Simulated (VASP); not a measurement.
# CaTiB3 (Cmmm) in VASP: single point with PBE0

Aim: the single point of CaTiB3 with PBE0.

All numbers are computed with VASP 6.6.1; they aren't measurements. Logs are shortened: lines on timing, memory, paths and dates and some standing lists are left out, and cuts for length are marked.

## 1. The cell of the first run

It takes space group Cmmm (No. 65, orthorhombic). The conventional cell has a = 5.136 Å, b = 5.198 Å, c = 3.659 Å, α = 90.00°, β = 90.00°, γ = 90.00°. Ca (site symmetry mmm) has 12 B at 2.57 to 2.60 Å and 8 Ti at 3.15 to 3.18 Å within 3.4 Å. Ti (site symmetry mmm) has 6 B at 1.83 Å within 2.4 Å. Within 2.4 Å of B (site symmetry mmm) lie 2 Ti at 1.83 Å. Within 2.4 Å of B (site symmetry 2/m) lie 2 Ti at 1.83 Å.

## 2. Single point, PBE0, collinear spin

File POSCAR:

```
CaTiB3
1.0
    2.5682210900      2.5992216900      0.0000000000
    2.5682210900     -2.5992216900      0.0000000000
    0.0000000000      0.0000000000     -3.6590611500
Ca Ti B
1 1 3
Direct
    0.5000000000      0.5000000000      0.0000000000
    0.0000000000      0.0000000000      0.5000000000
    0.0000000000      0.0000000000      0.0000000000
    0.5000000000      0.0000000000      0.5000000000
    0.0000000000      0.5000000000      0.5000000000
```

File INCAR.step1:

```
PREC     = Accurate       # precision mode
ENCUT    = 520            # plane-wave cutoff, eV
EDIFF    = 1E-5           # SCF threshold, eV
ISMEAR   = -1             # smearing method
SIGMA    = 0.025          # smearing width, eV
LREAL    = False          # projectors in reciprocal space
LASPH    = True           # aspherical terms in the spheres
NELM     = 150            # most SCF steps
ALGO     = Normal         # electronic algorithm
ISIF     = 2              # what is computed and relaxed
LWAVE    = True           # write WAVECAR
LCHARG   = False          # write CHGCAR
ISPIN    = 2              # spin polarisation
MAGMOM   = 0 1 0 0 0      # initial moments
LORBIT   = 11             # projections on sites
LMAXMIX  = 4              # l up to which the mixer works
NBANDS   = 28             # bands
GGA      = PE             # functional
```

File INCAR.step2:

```
PREC     = Accurate       # precision mode
ENCUT    = 520            # plane-wave cutoff, eV
EDIFF    = 1E-7           # SCF threshold, eV
ISMEAR   = -1             # smearing method
SIGMA    = 0.025          # smearing width, eV
LREAL    = False          # projectors in reciprocal space
LASPH    = True           # aspherical terms in the spheres
NELM     = 150            # most SCF steps
ALGO     = Normal         # electronic algorithm
ISIF     = 2              # what is computed and relaxed
LWAVE    = False          # write WAVECAR
LCHARG   = False          # write CHGCAR
ISPIN    = 2              # spin polarisation
MAGMOM   = 0 1 0 0 0      # initial moments
LORBIT   = 11             # projections on sites
LMAXMIX  = 4              # l up to which the mixer works
GGA      = PE             # functional
LHFCALC  = True           # exact exchange
AEXX     = 0.25           # exact-exchange fraction
PRECFOCK = Fast         
HFRCUT   = -1           
NBANDS   = 28             # bands
ISTART   = 1
```

File KPOINTS:

```
Automatic mesh
0
Gamma
  3 3 3
```

Potentials or basis: VASP PAW PBE potentials, release 64 (Ca_sv, Ti_sv, B).

Command:

```
$ cat potpaw_PBE.64/Ca_sv/POTCAR potpaw_PBE.64/Ti_sv/POTCAR potpaw_PBE.64/B/POTCAR > POTCAR
$ cp INCAR.step1 INCAR
$ mpirun -np 1 vasp_std > vasp.out
$ cp INCAR.step2 INCAR
$ mpirun -np 1 vasp_std > vasp.out
```

OUTCAR:

```text
PREC = Accurate
   ENCUT = 520
   EDIFF = 1E-7
   ISMEAR = -1
   LREAL = False
   LASPH = True
   NELM = 150
   ISIF = 2
   ISPIN = 2
   LORBIT = 11
   GGA = PE
   LHFCALC = True
   AEXX = 0.25
   PRECFOCK = Fast
   ISTART = 1

 ion  position               nearest neighbor table
   1  0.500  0.500  0.000-   3 2.57   3 2.57   5 2.59   4 2.59   5 2.59   4 2.59   4 2.59   5 2.59
                             5 2.59   4 2.59   3 2.60   3 2.60
   2  0.000  0.000  0.500-   4 1.83   5 1.83   5 1.83   4 1.83   3 1.83   3 1.83
   3  0.000  0.000  0.000-   2 1.83   2 1.83   1 2.57   1 2.57   1 2.60   1 2.60
   4  0.500  0.000  0.500-   2 1.83   2 1.83   1 2.59   1 2.59   1 2.59   1 2.59
   5  0.000  0.500  0.500-   2 1.83   2 1.83   1 2.59   1 2.59   1 2.59   1 2.59

  LATTYP: Found a base centered orthorhombic cell.
 ALAT       =     5.1364421800
 B/A-ratio  =     1.0120708455
 C/A-ratio  =     0.7123726933

  Lattice vectors:

 A1 = (   2.5682210900,   2.5992216900,   0.0000000000)
 A2 = (   2.5682210900,  -2.5992216900,   0.0000000000)
 A3 = (   0.0000000000,   0.0000000000,  -3.6590611500)

Analysis of symmetry for initial positions (statically):
=====================================================================
 Subroutine PRICEL returns:
 Original cell was already a primitive cell.

 Routine SETGRP: Setting up the symmetry group for a
 base centered orthorhombic supercell.

 Subroutine GETGRP returns: Found  8 space group operations
 (whereof  8 operations were pure point group operations)
 out of a pool of  8 trial point group operations.

The static configuration has the point symmetry D_2h.

Analysis of symmetry for dynamics (positions and initial velocities):
=====================================================================
 Subroutine PRICEL returns:
 Original cell was already a primitive cell.

 Routine SETGRP: Setting up the symmetry group for a
 base centered orthorhombic supercell.

 Subroutine GETGRP returns: Found  8 space group operations
 (whereof  8 operations were pure point group operations)
 out of a pool of  8 trial point group operations.

The dynamic configuration has the point symmetry D_2h.

Analysis of structural, dynamic, and magnetic symmetry:
=====================================================================
 Subroutine PRICEL returns:
 Original cell was already a primitive cell.

 Routine SETGRP: Setting up the symmetry group for a
 base centered orthorhombic supercell.

 Subroutine GETGRP returns: Found  8 space group operations
 (whereof  8 operations were pure point group operations)
 out of a pool of  8 trial point group operations.

The overall configuration has the point symmetry D_2h.

 Subroutine INISYM returns: Found  8 space group operations
 (whereof  8 operations are pure point group operations),
 and found     1 'primitive' translations

----------------------------------------------------------------------------------------

                                     Primitive cell

  volume of cell :      48.8512

  direct lattice vectors                    reciprocal lattice vectors
     2.568221090  2.599221690  0.000000000     0.194687288  0.192365277  0.000000000
     2.568221090 -2.599221690  0.000000000     0.194687288 -0.192365277  0.000000000
     0.000000000  0.000000000 -3.659061150     0.000000000  0.000000000 -0.273294148

  length of vectors
     3.653999584  3.653999584  3.659061150     0.273692419  0.273692419  0.273294148

  position of ions in fractional coordinates (direct lattice)
     0.500000000  0.500000000  0.000000000
     0.000000000  0.000000000  0.500000000
     0.000000000  0.000000000  0.000000000
     0.500000000  0.000000000  0.500000000
     0.000000000  0.500000000  0.500000000

  ion indices of the primitive-cell ions
   primitive index   ion index
                 1           1
                 2           2
                 3           3
                 4           4
                 5           5

----------------------------------------------------------------------------------------

 KPOINTS: Automatic mesh

Automatic generation of k-mesh.
 Grid dimensions read from file:
 generate k-points for:    3    3    3

 Generating k-lattice:

  Cartesian coordinates                     Fractional coordinates (reciprocal lattice)
     0.064895763  0.064121759  0.000000000     0.333333333  0.000000000  0.000000000
     0.064895763 -0.064121759  0.000000000     0.000000000  0.333333333  0.000000000
     0.000000000  0.000000000 -0.091098049     0.000000000  0.000000000  0.333333333

  Length of vectors
     0.091230806  0.091230806  0.091098049

  Shift w.r.t. Gamma in fractional coordinates (k-lattice)
     0.000000000  0.000000000  0.000000000

 Subroutine IBZKPT returns following result:
 ===========================================

 Found      8 irreducible k-points:

 Following reciprocal coordinates:
            Coordinates               Weight
  0.000000  0.000000  0.000000      1.000000
  0.333333  0.000000  0.000000      4.000000
  0.333333  0.333333  0.000000      2.000000
 -0.333333  0.333333  0.000000      2.000000
  0.000000  0.000000  0.333333      2.000000
  0.333333  0.000000  0.333333      8.000000
  0.333333  0.333333  0.333333      4.000000
 -0.333333  0.333333  0.333333      4.000000
   k-points           NKPTS =      8   k-points in BZ     NKDIM =     27   number of bands    NBANDS=     28
   number of dos      NEDOS =    301   number of ions     NIONS =      5
   total plane-waves  NPLWV =  21952
   dimension x,y,z NGX =    28 NGY =   28 NGZ =   28
   dimension x,y,z NGXF=    56 NGYF=   56 NGZF=   56
   ions per type =               1   1   3
   NGX,Y,Z   is equivalent  to a cutoff of  12.74, 12.74, 12.72 a.u.
   NGXF,Y,Z  is equivalent  to a cutoff of  25.48, 25.48, 25.44 a.u.
 SYSTEM =  unknown system
   PREC   = accura    normal or accurate (medium, high low for compatibility)
   ISTART =      1    job   : 0-new  1-cont  2-samecut
   ICHARG =      0    charge: 1-file 2-atom 10-const
   ISPIN  =      2    spin polarized calculation?
   LNONCOLLINEAR =      F non collinear calculations
   LSORBIT =      F    spin-orbit coupling
   LASPH  =      T    aspherical Exc in radial PAW
   ENCUT  =  520.0 eV  38.22 Ry    6.18 a.u.   6.79  6.79  6.80*2*pi/ulx,y,z
   NELM   =    150;   NELMIN=  2; NELMDL=  0     # of ELM steps
   EDIFF  = 0.1E-06   stopping-criterion for ELM
   LREAL  =      F    real-space projection
   EDIFFG = 0.1E-05   stopping-criterion for IOM
   NSW    =      0    number of steps for IOM
   IBRION =     -1    ionic relax: 0-MD 1-quasi-New 2-CG
   NFREE  =      0    steps in history (QN), initial steepest desc. (CG)
   ISIF   =      2    stress and relaxation
   ISYM   =      3    0-nonsym 1-usesym 2-fastsym
   POTIM  = 0.5000    time-step for ionic-motion
   TEBEG  =    0.0;   TEEND  =   0.0 temperature during run
   PSTRESS=    0.0 pullay stress
   NELECT =      31.0000    total number of electrons
   NUPDOWN=      -1.0000    fix difference up-down
   EMIN   =  10.00;   EMAX   =-10.00  energy-range for DOS
   EFERMI =   0.00;   METHOD = LEGACY
   ISMEAR =    -1;   SIGMA  =   0.03  broadening in eV -4-tet -1-fermi 0-gaus
   EFERMI_NEDOS =   21; number of points for ismear=-14 and -15
   IALGO  =     38    algorithm
   IMIX   =      1    mixing-type and parameters
     AMIX     =   0.40;   BMIX     =  1.00
     AMIX_MAG =   1.60;   BMIX_MAG =  1.00
  volume/ion in A,a.u.               =       9.77        65.93
  Fermi-wavevector in a.u.,A,eV,Ry     =   1.406815  2.658495 26.927670  1.979128
  Thomas-Fermi vector in A             =   2.529137
   LORBIT       =     11    0 simple, 1 ext, 2 COOP (PROOUT), +10 PAW based schemes
   GGA     = PE    functional components
   LHFCALC =     T    Hartree Fock is set to
   PRECFOCK=fast      Normal, Fast or Accurate (Low or Medium for compatibility)
   ENCUT4O =  -1.0   cutoff for four orbital integrals eV
   NKREDX  =     1    reduce k-point grid by
   NKREDY  =     1    reduce k-point grid by
   NKREDZ  =     1    reduce k-point grid by
   AEXX    =    0.2500 exact exchange contribution
   HFSCREEN=    0.0000 screening length (either q_TF or 0.3 A-1)
   HFSCREENC=   0.0000 screening length for correlation (either q_TF or 0.3 A-1)
   ENCUTFOCK=  -1.0 apply spherical cutoff to Coloumb kernel
   IVDW    =     0    specifies the selected vdW correction
   LEPSILON=     F    determine dielectric tensor
   LRPA    =     F    only Hartree local field effects (RPA)
 spin polarized calculation
  energy-cutoff  :      520.00
  volume of cell :       48.85
 maximum number of plane-waves:      1349
  NGX = 16; NGY = 16; NGZ = 16

 number of electron      30.9999999 magnetization       0.0370163

 Free energy of the ion-electron system (eV)
  ---------------------------------------------------
  ext. energy  EPLUGINS =         0.00000000
  ---------------------------------------------------
  free energy    TOTEN  =       -26.41395530 eV

  energy without entropy =      -26.41267169  energy(sigma->0) =      -26.41331349

 E-fermi :   6.6324     XC(G=0):  -9.5341

 val. band max:        5.8100464852   @ k =   0.0000   0.0000   0.0000
 cond. band min:       6.6323766763   @ k =   0.0000   0.0000   0.3333
 fundamental gap:      0.8223301911
 Fermi energy:         6.6323766638

 spin component 1

 k-point     1 :       0.0000    0.0000    0.0000
  band No.  band energies     occupation
      1     -51.4766      1.00000
      2     -35.0684      1.00000
      3     -26.7333      1.00000
      4     -26.7195      1.00000
      5     -26.7186      1.00000
      6     -14.7753      1.00000
[... 229 lines left out ...]
     26      17.1695      0.00000
     27      18.9792      0.00000
 Fermi energy:         6.6323766638

 spin component 2

 k-point     1 :       0.0000    0.0000    0.0000
  band No.  band energies     occupation
      1     -51.4712      1.00000
      2     -35.0658      1.00000
      3     -26.7211      1.00000
      4     -26.7204      1.00000
      5     -26.7114      1.00000
      6     -14.7755      1.00000
[... 229 lines left out ...]
     26      17.1715      0.00000
     27      18.9864      0.00000
 [bands above 27 left out]

------------------------ aborting loop because EDIFF is reached ----------------------------------------

  FORCE on cell =-STRESS in cart. coord.  units (eV):
  Direction    XX          YY          ZZ          XY          YZ          ZX
  --------------------------------------------------------------------------------------
  -------------------------------------------------------------------------------------
  Total       23.3191852     23.1485480     22.7463089     -0.0000000      0.0000000      0.0000000
  in kB      764.8011992    759.2047966    746.0125303     -0.0000000      0.0000000      0.0000000
  external PRESSURE =     756.6728420 kB  Pullay stress =       0.0000000 kB

 VOLUME and BASIS-vectors are now :
 -----------------------------------------------------------------------------
  energy-cutoff  :      520.00
  volume of cell :       48.85
      direct lattice vectors                 reciprocal lattice vectors
     2.568221090  2.599221690  0.000000000     0.194687288  0.192365277  0.000000000
     2.568221090 -2.599221690  0.000000000     0.194687288 -0.192365277  0.000000000
     0.000000000  0.000000000 -3.659061150     0.000000000  0.000000000 -0.273294148

 POSITION                                       TOTAL-FORCE (eV/Angst)
 -----------------------------------------------------------------------------------
      2.56822      0.00000      0.00000         0.000000     -0.000000      0.000000
      0.00000      0.00000     -1.82953         0.000000     -0.000000      0.000000
      0.00000      0.00000      0.00000         0.000000      0.000000      0.000000
      1.28411      1.29961     -1.82953         0.000000      0.000000      0.000000
      1.28411     -1.29961     -1.82953         0.000000      0.000000      0.000000
 -----------------------------------------------------------------------------------
    total drift:                               -0.000000     -0.000000      0.000000

  FREE ENERGIE OF THE ION-ELECTRON SYSTEM (eV)
  ---------------------------------------------------
  free  energy   TOTEN  =       -26.4139552963 eV

  energy  without entropy=      -26.4126716859  energy(sigma->0) =      -26.41331349

 total charge

# of ion       s       p       d       tot
------------------------------------------
    1        2.055   5.937   0.428   8.419
    2        2.359   6.395   3.267  12.021
    3        0.841   1.073   0.000   1.914
    4        0.841   1.075   0.000   1.915
    5        0.841   1.075   0.000   1.915
--------------------------------------------------
tot          6.936  15.555   3.695  26.185

 magnetization (x)

# of ion       s       p       d       tot
------------------------------------------
    1       -0.000  -0.000   0.004   0.004
    2       -0.000   0.002   0.005   0.006
    3       -0.000   0.001   0.000   0.001
    4        0.000   0.006   0.000   0.006
    5        0.000   0.006   0.000   0.006
--------------------------------------------------
tot          0.000   0.014   0.008   0.022
```

Run time: 7.5 min. Hardware: 1 thread of Intel Xeon Platinum 8488C (Sapphire Rapids), shared host; peak memory 0.19 GiB.

Results:

| Item | Value |
| --- | --- |
| Free energy | -26.4140 eV |
| Pressure | 75.7 GPa |
| Net moment | 0.04 μB per cell |
| Valence electrons inside the program's atomic spheres | Ca 8.42; Ti 12.02; B 1.91, 1.92 (each value once) |

Stress tensor (GPa, compression positive):
```
76.48  0.00  0.00
 0.00 75.92  0.00
 0.00  0.00 74.60
```

Caveat: the k points lie up to 0.57 Å⁻¹ apart; the PAW data sets were made with another functional, which shifts forces and pressure a little.
